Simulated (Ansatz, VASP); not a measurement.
**One calculation of Sb, two programs**

The input POSCAR:

```
Sb
1.0
   -1.6074605858      1.6074605858      2.7651271982
    1.6074605858     -1.6074605858      2.7651271982
    1.6074605858      1.6074605858     -2.7651271982
Sb
1
Direct
    0.0000000000      0.0000000000      0.0000000000
```

Contents of INCAR.step1:

```
PREC     = Accurate       # precision mode
ENCUT    = 520            # plane-wave cutoff, eV
EDIFF    = 1E-5           # SCF threshold, eV
ISMEAR   = -1             # smearing method
SIGMA    = 0.05           # smearing width, eV
LREAL    = False          # projectors in reciprocal space
LASPH    = True           # aspherical terms in the spheres
NELM     = 60             # most SCF steps
ALGO     = Normal         # electronic algorithm
ISIF     = 2              # what is computed and relaxed
LWAVE    = True           # write WAVECAR
LCHARG   = False          # write CHGCAR
GGA      = PE             # functional
NBANDS   = 8              # bands
```

INCAR.step2

```
PREC     = Accurate       # precision mode
ENCUT    = 520            # plane-wave cutoff, eV
EDIFF    = 1E-6           # SCF threshold, eV
ISMEAR   = -1             # smearing method
SIGMA    = 0.05           # smearing width, eV
LREAL    = False          # projectors in reciprocal space
LASPH    = True           # aspherical terms in the spheres
NELM     = 60             # most SCF steps
ALGO     = Normal         # electronic algorithm
ISIF     = 2              # what is computed and relaxed
LWAVE    = False          # write WAVECAR
LCHARG   = False          # write CHGCAR
GGA      = PE             # functional
LHFCALC  = True           # exact exchange
AEXX     = 0.25           # exact-exchange fraction
PRECFOCK = Normal       
ISTART   = 1            
NBANDS   = 8              # bands
```

The input KPOINTS:

```
Automatic mesh
0
Gamma
  6 6 6
```

The input input.yaml:

```yaml
crystal:
  lattice:
    - [-1.6074605858, 1.6074605858, 2.7651271982]
    - [1.6074605858, -1.6074605858, 2.7651271982]
    - [1.6074605858, 1.6074605858, -2.7651271982]
  atoms:
    - { symbol: Sb, position: [0.0, 0.0, 0.0] }
hamiltonian:
  xc: pbe0
  pseudopotentials: { kind: paw }
kpoints:
  mp_grid: { grid: [6, 6, 6] }
scf:
  occupations: { method: fermi_dirac, width: 0.05 }
output:
  forces: true
  stress: true
  eigenvalues: true
  write_density: true
  write_potential: true
  elf: true
  volumetric_format: npy
```

Alike in both runs: task single point; functional PBE0; k mesh 6 × 6 × 6; occupations fermi-dirac, width 0.05 eV; no spin polarisation.

|  | VASP | Ansatz |
| --- | --- | --- |
| version | VASP 6.6.1 | Ansatz 0.2.0 |
| potentials or method | VASP PAW PBE potentials, release 64 (Sb) | Ansatz PAW |
| plane-wave cutoff (eV) | 520 | 420 |
| valence electrons in the cell | 5 | 15 |

|  | VASP | Ansatz | Ansatz less VASP |
| --- | --- | --- | --- |
| gap on the k mesh at the Fermi level (eV) | none | none | - |
| pressure (GPa) | -5.2 | -4.2 | +1.04 |
| traceless stress, the component that is largest in VASP (GPa) | -0.93 | -1.15 | -0.222 |

A gap of «none» marks a metal or a gap that the smearing closes. VASP's potentials hold 5 valence electrons a cell and Ansatz's 15, so a difference there can come from the potentials and not from the codes.

The k mesh is coarse, so the values compare programs but aren't converged. Neither program's run includes spin-orbit coupling.
